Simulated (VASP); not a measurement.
# Se (P3_121) in VASP: notebook

Se is run at these levels: PBE+D3(BJ); tasks: single point, relaxation of cell and atoms.

All numbers are computed with VASP 6.6.1; they aren't measurements. Logs are shortened: lines on timing, memory, paths and dates and some standing lists are left out, and cuts for length are marked.

**1. The cell of the first run**

The structure is trigonal, space group P3_121 (No. 152). The conventional cell has a = 4.068 Å, b = 4.068 Å, c = 5.128 Å, α = 90.00°, β = 90.00°, γ = 120.00°. Se (site symmetry 2) has 6 Se at 2.44 to 3.20 Å within 3.2 Å.

**2. Single point, PBE+D3(BJ)**

INCAR

```
SYSTEM = Se
ALGO = Normal
EDIFF = 1E-6
ENCUT = 520
GGA = PE
ISIF = 2
ISMEAR = 0
IVDW = 12
LASPH = .TRUE.
LCHARG = .FALSE.
LREAL = .FALSE.
LWAVE = .FALSE.
NBANDS = 16
NELM = 80
PREC = Accurate
SIGMA = 0.02
```

KPOINTS

```
k-points
0
G
  9 9 6
  0 0 0
```

POSCAR

```
Se
1.0
    4.0681465709      0.0000000000      0.0000000000
   -2.0340732855      3.5231182767      0.0000000000
    0.0000000000      0.0000000000      5.1277306261
Se
3
Direct
    0.2473450702      0.0000000000      0.3333333333
    0.0000000000      0.2473450702      0.6666666667
    0.7526549298      0.7526549298      0.0000000000
```

Potentials or basis: VASP PAW PBE potentials, release 64 (Se).

Started as:

```
$ cat potpaw_PBE.64/Se/POTCAR > POTCAR
$ mpirun -np 1 vasp_std > vasp.out
```

OUTCAR:

```text
SYSTEM = Se
   EDIFF = 1E-6
   ENCUT = 520
   GGA = PE
   ISIF = 2
   ISMEAR = 0
   IVDW = 12
   LASPH = .TRUE.
   LREAL = .FALSE.
   NELM = 80
   PREC = Accurate
 IVDW          = 12

 ion  position               nearest neighbor table
   1  0.247  0.000  0.333-   3 2.44   2 2.44
   2  0.000  0.247  0.667-   3 2.44   1 2.44
   3  0.753  0.753  0.000-   1 2.44   2 2.44

  LATTYP: Found a hexagonal cell.
 ALAT       =     4.0681465709
 C/A-ratio  =     1.2604586725

  Lattice vectors:

 A1 = (   4.0681465709,   0.0000000000,   0.0000000000)
 A2 = (  -2.0340732855,   3.5231182767,   0.0000000000)
 A3 = (   0.0000000000,   0.0000000000,   5.1277306261)

Analysis of symmetry for initial positions (statically):
=====================================================================
 Subroutine PRICEL returns:
 Original cell was already a primitive cell.

 Routine SETGRP: Setting up the symmetry group for a
 hexagonal supercell.

 Subroutine GETGRP returns: Found  6 space group operations
 (whereof  2 operations were pure point group operations)
 out of a pool of 24 trial point group operations.

The static configuration has the point symmetry C_2 .
 The point group associated with its full space group is D_3 .

Analysis of symmetry for dynamics (positions and initial velocities):
=====================================================================
 Subroutine PRICEL returns:
 Original cell was already a primitive cell.

 Routine SETGRP: Setting up the symmetry group for a
 hexagonal supercell.

 Subroutine GETGRP returns: Found  6 space group operations
 (whereof  2 operations were pure point group operations)
 out of a pool of 24 trial point group operations.

The dynamic configuration has the point symmetry C_2 .
 The point group associated with its full space group is D_3 .

 Subroutine INISYM returns: Found  6 space group operations
 (whereof  2 operations are pure point group operations),
 and found     1 'primitive' translations

----------------------------------------------------------------------------------------

                                     Primitive cell

  volume of cell :      73.4935

  direct lattice vectors                    reciprocal lattice vectors
     4.068146571  0.000000000  0.000000000     0.245812186  0.141919732  0.000000000
    -2.034073285  3.523118277  0.000000000     0.000000000  0.283839463  0.000000000
     0.000000000  0.000000000  5.127730626     0.000000000  0.000000000  0.195018045

  length of vectors
     4.068146571  4.068146571  5.127730626     0.283839463  0.283839463  0.195018045

  position of ions in fractional coordinates (direct lattice)
     0.247345070  0.000000000  0.333333333
     0.000000000  0.247345070  0.666666667
     0.752654930  0.752654930  0.000000000

  ion indices of the primitive-cell ions
   primitive index   ion index
                 1           1
                 2           2
                 3           3

----------------------------------------------------------------------------------------

 KPOINTS: k-points

Automatic generation of k-mesh.
 Grid dimensions read from file:
 generate k-points for:    9    9    6

 Generating k-lattice:

  Cartesian coordinates                     Fractional coordinates (reciprocal lattice)
     0.027312465  0.015768859  0.000000000     0.111111111  0.000000000  0.000000000
     0.000000000  0.031537718  0.000000000     0.000000000  0.111111111  0.000000000
     0.000000000  0.000000000  0.032503007     0.000000000  0.000000000  0.166666667

  Length of vectors
     0.031537718  0.031537718  0.032503007

  Shift w.r.t. Gamma in fractional coordinates (k-lattice)
     0.000000000  0.000000000  0.000000000

 Subroutine IBZKPT returns following result:
 ===========================================

 Found     62 irreducible k-points:

 Following reciprocal coordinates:
            Coordinates               Weight
  0.000000  0.000000  0.000000      1.000000
  0.111111  0.000000  0.000000      6.000000
  0.222222  0.000000  0.000000      6.000000
  0.333333 -0.000000  0.000000      6.000000
  0.444444  0.000000  0.000000      6.000000
  0.111111  0.111111  0.000000      6.000000
[... 16 lines left out ...]
  0.222222  0.111111  0.166667     12.000000
 -0.111111  0.333333  0.166667     12.000000
 [... further k-points ...]
   k-points           NKPTS =     62   k-points in BZ     NKDIM =     62   number of bands    NBANDS=     16
   number of dos      NEDOS =    301   number of ions     NIONS =      3
   total plane-waves  NPLWV =  36000
   dimension x,y,z NGX =    30 NGY =   30 NGZ =   40
   dimension x,y,z NGXF=    60 NGYF=   60 NGZF=   80
   ions per type =               3
   NGX,Y,Z   is equivalent  to a cutoff of  12.26, 12.26, 12.97 a.u.
   NGXF,Y,Z  is equivalent  to a cutoff of  24.52, 24.52, 25.94 a.u.
 SYSTEM =  Se
   PREC   = accura    normal or accurate (medium, high low for compatibility)
   ISTART =      0    job   : 0-new  1-cont  2-samecut
   ICHARG =      2    charge: 1-file 2-atom 10-const
   ISPIN  =      1    spin polarized calculation?
   LNONCOLLINEAR =      F non collinear calculations
   LSORBIT =      F    spin-orbit coupling
   LASPH  =      T    aspherical Exc in radial PAW
   ENCUT  =  520.0 eV  38.22 Ry    6.18 a.u.   7.56  7.56  9.53*2*pi/ulx,y,z
   NELM   =     80;   NELMIN=  2; NELMDL= -5     # of ELM steps
   EDIFF  = 0.1E-05   stopping-criterion for ELM
   LREAL  =      F    real-space projection
   EDIFFG = 0.1E-04   stopping-criterion for IOM
   NSW    =      0    number of steps for IOM
   IBRION =     -1    ionic relax: 0-MD 1-quasi-New 2-CG
   NFREE  =      0    steps in history (QN), initial steepest desc. (CG)
   ISIF   =      2    stress and relaxation
   ISYM   =      2    0-nonsym 1-usesym 2-fastsym
   POTIM  = 0.5000    time-step for ionic-motion
   TEBEG  =    0.0;   TEEND  =   0.0 temperature during run
   PSTRESS=    0.0 pullay stress
   NELECT =      18.0000    total number of electrons
   NUPDOWN=      -1.0000    fix difference up-down
   EMIN   =  10.00;   EMAX   =-10.00  energy-range for DOS
   EFERMI =   0.00;   METHOD = LEGACY
   ISMEAR =     0;   SIGMA  =   0.02  broadening in eV -4-tet -1-fermi 0-gaus
   EFERMI_NEDOS =   21; number of points for ismear=-14 and -15
   IALGO  =     38    algorithm
   IMIX   =      4    mixing-type and parameters
     AMIX     =   0.40;   BMIX     =  1.00
     AMIX_MAG =   1.60;   BMIX_MAG =  1.00
  volume/ion in A,a.u.               =      24.50       165.32
  Fermi-wavevector in a.u.,A,eV,Ry     =   1.024274  1.935597 14.274368  1.049136
  Thomas-Fermi vector in A             =   2.158052
   LORBIT       =      0    0 simple, 1 ext, 2 COOP (PROOUT), +10 PAW based schemes
   GGA     = PE    functional components
   LHFCALC =     F    Hartree Fock is set to
   AEXX    =    0.0000 exact exchange contribution
   IVDW    =    12    specifies the selected vdW correction
   LEPSILON=     F    determine dielectric tensor
   LRPA    =     F    only Hartree local field effects (RPA)
 non-spin polarized calculation
 Gauss-broadening in eV      SIGMA  =   0.02
  energy-cutoff  :      520.00
  volume of cell :       73.49
 maximum number of plane-waves:      2000
   NGX = 15   NGY = 15   NGZ = 19

 number of electron      17.9999998 magnetization

 Free energy of the ion-electron system (eV)
  ---------------------------------------------------
  ext. energy  EPLUGINS =         0.00000000
  ---------------------------------------------------
  free energy    TOTEN  =       -10.42341697 eV

  energy without entropy =      -10.42341697  energy(sigma->0) =      -10.42341697

 E-fermi :   3.7823     XC(G=0):  -9.4321

 val. band max:        3.6725741596   @ k =   0.3333   0.3333   0.5000
 cond. band min:       4.2006756607   @ k =   0.3333   0.3333   0.5000
 fundamental gap:      0.5281015011
 Fermi energy:         3.7822570576

 k-point     1 :       0.0000    0.0000    0.0000
  band No.  band energies     occupation
      1     -12.2737      2.00000
      2      -8.2312      2.00000
      3      -8.2312      2.00000
      4       0.0428      2.00000
      5       0.2402      2.00000
      6       0.2402      2.00000
[... 8 lines left out ...]
     15      10.5963      0.00000
     16      12.1072      0.00000

 k-point     2 :       0.1111    0.0000    0.0000
  band No.  band energies     occupation
      1     -12.1928      2.00000
      2      -8.2701      2.00000
      3      -8.2125      2.00000
      4      -0.5661      2.00000
      5      -0.0928      2.00000
      6       0.2521      2.00000
[... 8 lines left out ...]
     15      11.1173      0.00000
     16      11.9147      0.00000

 k-point     3 :       0.2222    0.0000    0.0000
  band No.  band energies     occupation
      1     -11.9665      2.00000
      2      -8.4090      2.00000
      3      -8.1629      2.00000
      4      -1.3108      2.00000
      5      -0.5931      2.00000
      6       0.0109      2.00000
[... 8 lines left out ...]
     15      11.8156      0.00000
     16      12.4163      0.00000

 k-point     4 :       0.3333   -0.0000    0.0000
  band No.  band energies     occupation
      1     -11.6555      2.00000
      2      -8.6573      2.00000
      3      -8.1027      2.00000
      4      -1.7067      2.00000
      5      -0.9980      2.00000
      6      -0.2042      2.00000
[... 8 lines left out ...]
     15      12.6805      0.00000
     16      13.4652      0.00000

 k-point     5 :       0.4444    0.0000    0.0000
  band No.  band energies     occupation
      1     -11.4006      2.00000
      2      -8.8939      2.00000
      3      -8.0612      2.00000
      4      -1.7842      2.00000
      5      -1.2231      2.00000
      6      -0.1769      2.00000
[... 8 lines left out ...]
     15      13.9276      0.00000
     16      14.4478      0.00000

 k-point     6 :       0.1111    0.1111    0.0000
  band No.  band energies     occupation
      1     -12.0388      2.00000
      2      -8.3465      2.00000
      3      -8.1922      2.00000
      4      -1.0727      2.00000
      5      -0.6618      2.00000
      6       0.2929      2.00000
[... 8 lines left out ...]
     15      11.7342      0.00000
     16      11.9561      0.00000

 k-point     7 :       0.2222    0.1111    0.0000
  band No.  band energies     occupation
      1     -11.7668      2.00000
      2      -8.5186      2.00000
      3      -8.1694      2.00000
      4      -1.5348      2.00000
      5      -1.0906      2.00000
      6       0.1126      2.00000
[... 8 lines left out ...]
     15      12.3695      0.00000
     16      12.8530      0.00000

 k-point     8 :       0.3333    0.1111    0.0000
  band No.  band energies     occupation
      1     -11.4713      2.00000
      2      -8.7590      2.00000
      3      -8.1472      2.00000
      4      -1.7210      2.00000
      5      -1.2712      2.00000
      6      -0.0834      2.00000
[... 8 lines left out ...]
     15      13.4034      0.00000
     16      13.8275      0.00000

 k-point     9 :       0.4444    0.1111    0.0000
  band No.  band energies     occupation
      1     -11.3309      2.00000
      2      -8.8868      2.00000
      3      -8.1377      2.00000
      4      -1.7293      2.00000
      5      -1.3173      2.00000
      6       0.0037      2.00000
[... 8 lines left out ...]
     15      13.3829      0.00000
     16      14.4696      0.00000
[... 172 lines left out ...]
 k-point    19 :       0.0000    0.3333    0.1667
  band No.  band energies     occupation
      1     -11.5370      2.00000
      2      -9.2724      2.00000
      3      -7.5532      2.00000
      4      -1.8556      2.00000
      5      -1.3010      2.00000
      6      -0.1368      2.00000
[... 8 lines left out ...]
     15      12.8685      0.00000
     16      13.5944      0.00000

 k-point    20 :       0.4444    0.0000    0.1667
  band No.  band energies     occupation
      1     -11.2999      2.00000
      2      -9.2115      2.00000
      3      -7.8785      2.00000
      4      -1.5753      2.00000
      5      -1.5484      2.00000
      6      -0.1427      2.00000
[... 8 lines left out ...]
     15      13.2594      0.00000
     16      13.7206      0.00000

 k-point    21 :       0.0000    0.4444    0.1667
  band No.  band energies     occupation
      1     -11.2912      2.00000
      2      -9.2834      2.00000
      3      -7.7709      2.00000
      4      -1.9214      2.00000
      5      -1.5212      2.00000
      6      -0.2607      2.00000
[... 8 lines left out ...]
     15      13.6577      0.00000
     16      14.3801      0.00000

 k-point    22 :       0.1111    0.1111    0.1667
  band No.  band energies     occupation
      1     -11.9175      2.00000
      2      -9.2700      2.00000
      3      -7.3177      2.00000
      4      -1.0230      2.00000
      5      -0.6869      2.00000
      6       0.3413      2.00000
[... 8 lines left out ...]
     15      11.5063      0.00000
     16      11.9927      0.00000

 k-point    23 :       0.2222    0.1111    0.1667
  band No.  band energies     occupation
      1     -11.6537      2.00000
      2      -9.1914      2.00000
      3      -7.6043      2.00000
      4      -1.4423      2.00000
      5      -0.9742      2.00000
      6       0.2288      2.00000
[... 8 lines left out ...]
     15      12.1123      0.00000
     16      12.4620      0.00000

 k-point    24 :      -0.1111    0.3333    0.1667
  band No.  band energies     occupation
      1     -11.6487      2.00000
      2      -9.2421      2.00000
      3      -7.5157      2.00000
      4      -1.6404      2.00000
      5      -1.1347      2.00000
      6       0.0554      2.00000
[... 8 lines left out ...]
     15      12.4907      0.00000
     16      13.1702      0.00000

 [... further k-points ...]

------------------------ aborting loop because EDIFF is reached ----------------------------------------

 Edisp (eV)   -1.06851

 E8    (eV) :    -0.4415

  FORCE on cell =-STRESS in cart. coord.  units (eV):
  Direction    XX          YY          ZZ          XY          YZ          ZX
  --------------------------------------------------------------------------------------
  -------------------------------------------------------------------------------------
  Total       0.03127     0.03127     0.06851    -0.00000    -0.00000    -0.00000
  in kB       0.68170     0.68170     1.49361    -0.00000    -0.00000    -0.00000
  external pressure =        0.95 kB  Pullay stress =        0.00 kB

 VOLUME and BASIS-vectors are now :
 -----------------------------------------------------------------------------
  energy-cutoff  :      520.00
  volume of cell :       73.49
      direct lattice vectors                 reciprocal lattice vectors
     4.068146571  0.000000000  0.000000000     0.245812186  0.141919732  0.000000000
    -2.034073285  3.523118277  0.000000000     0.000000000  0.283839463  0.000000000
     0.000000000  0.000000000  5.127730626     0.000000000  0.000000000  0.195018045

 POSITION                                       TOTAL-FORCE (eV/Angst)
 -----------------------------------------------------------------------------------
      1.00624      0.00000      1.70924         0.018354     -0.000000      0.000000
     -0.50312      0.87143      3.41849        -0.009177      0.015895     -0.000000
      1.53096      2.65169      0.00000        -0.009177     -0.015895      0.000000
 -----------------------------------------------------------------------------------
    total drift:                               -0.000001     -0.000001      0.000000

  FREE ENERGIE OF THE ION-ELECTRON SYSTEM (eV)
  ---------------------------------------------------
  free  energy   TOTEN  =       -11.4919271505 eV

  energy  without entropy=      -11.4919271505  energy(sigma->0) =      -11.49192715
```

It took 91 s on 1 thread of Intel Xeon 8259CL, shared host; peak memory 0.22 GiB.

Results:

```yaml
Free_energy: -11.4919 eV
Pressure: 0.1 GPa
Largest_force: 0.018 eV/Å
Band_gap_on_the_k_mesh: 0.53 eV, direct
Dispersion_energy_per_atom: -0.356 eV
```

Forces on the atoms (eV/Å):
```
Se   0.018  0.000  0.000
Se  -0.009  0.016  0.000
Se  -0.009 -0.016  0.000
```

Stress tensor (GPa, compression positive):
```
0.07 0.00 0.00
0.00 0.07 0.00
0.00 0.00 0.15
```

A k mesh can miss the band edges.

(Part 1 of 2 ends here.)
